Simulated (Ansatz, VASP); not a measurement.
# Two plane-wave programs on TaTe

```xyz
2
Lattice="0.0000 3.0545 3.1169 3.1169 0.0000 3.1169 3.1169 3.0545 0.0000" Properties=species:S:1:pos:R:3 pbc="T T T"
Ta    0.0000    0.0000    0.0000
Te    1.5584    1.5273    1.5584
```

Change from the starting cell: strain e2 = -0.02, atoms carried along.

Alike in both runs: task single point; functional PBEsol; k mesh 8 × 8 × 8; occupations gaussian, width 0.05 eV; collinear spin.

|  | VASP | Ansatz |
| --- | --- | --- |
| version | VASP 6.6.1 | Ansatz 0.2.0 |
| potentials or method | VASP PAW PBE potentials, release 64 (Ta_pv, Te), cutoff 520 eV | scalar-relativistic, plane waves, PAW |
| valence electrons in the cell | 17 | 29 |

|  | VASP | Ansatz | Ansatz less VASP |
| --- | --- | --- | --- |
| gap on the k mesh at the Fermi level (eV) | none | none | - |
| pressure (GPa) | 1.3 | 1.2 | -0.09 |
| traceless stress, the component that is largest in VASP (GPa) | -0.12 | -0.13 | -0.009 |
| net moment per atom (μB) | 0.89 | 0.89 | +0.004 |
| size of the moment on the site where the two differ most (μB) | 1.21 | 1.06 | -0.156 |

VASP's potentials were made for PBE, not for PBEsol. Site moments also hang on the region over which each program counts them. A gap of «none» marks a metal or a gap that the smearing closes. The functional is the same, so the differences come from potentials, cutoffs and numerics. VASP's potentials hold 17 valence electrons a cell and Ansatz's 29, so a difference there can come from the potentials and not from the codes.

Spin-orbit coupling is off throughout.
